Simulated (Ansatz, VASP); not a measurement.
Tl in VASP and in Ansatz

```xyz
1
Lattice="0.0000 2.4317 2.4317 2.4317 0.0000 2.4317 2.4317 2.4317 0.0000" Properties=species:S:1:pos:R:3 pbc="T T T"
Tl    0.0000    0.0000    0.0000
```

Alike in both runs: task single point; functional PBE; k mesh 12 × 12 × 12; occupations fermi-dirac, width 0.1 eV; no spin polarisation.

```csv
,VASP,Ansatz
version,VASP 6.6.1,Ansatz 0.2.0
potentials or method,"VASP PAW PBE potentials, release 64 (Tl_d), cutoff 520 eV","plane waves (420 eV) with PAW, scalar-relativistic"
valence electrons in the cell,13,13
```

```csv
,VASP,Ansatz,Ansatz less VASP
pressure (GPa),2.7,2.7,+0.07
```

The functional is the same, so the differences come from potentials, cutoffs and numerics.

Spin-orbit coupling is off throughout.
